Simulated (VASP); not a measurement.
Crystal: TiB.

```
Ti B
1.0
     0.00000    1.96500    1.96500
     1.96500    0.00000    1.96500
     1.96500    1.96500    0.00000
Ti B
1 1
Direct
  0.00000 0.00000 0.00000
  0.50000 0.50000 0.50000
```

| Property | Result |
| --- | --- |
| Program | VASP 6.6.1 |
| Task | relaxation of cell and atoms |
| Functional | PBEsol |
| Potentials or basis | VASP PAW PBE potentials, release 64 (Ti_sv, B) |
| Cutoff | 500 eV |
| k mesh | 8 × 8 × 8 |
| Occupations | gaussian, width 0.1 eV |
| Spin | no spin polarisation |

At the start: pressure 155.8 GPa; volume 7.59 Å³/atom.

Where does the relaxation end?

Over 5 steps the energy falls by 1312.2 meV/atom and the volume is 11.28 Å³/atom (+48.7 %); space group Fm-3m (No. 225, to 0.1 Å) before and after.

The path:
```csv
step,energy change (eV),largest force (eV/Å),pressure (GPa),volume (Å³)
1,0.0000,0.0000,155.75,15.17
2,-0.1021,0.0000,-35.11,37.82
3,-2.6057,0.0000,-6.60,23.46
4,-2.6222,0.0000,-2.41,22.88
5,-2.6245,0.0000,0.05,22.57
```

Final structure:
```
CELL_PARAMETERS angstrom
0.00000 2.24294 2.24294
2.24294 0.00000 2.24294
2.24294 2.24294 0.00000
ATOMIC_POSITIONS crystal
Ti 0.00000 0.00000 0.00000
B 0.50000 0.50000 0.50000
```

Caveat: the volume moved by over 15 % at a fixed basis, so the end points are rough; the PAW data sets were made with another functional, which shifts forces and pressure a little.
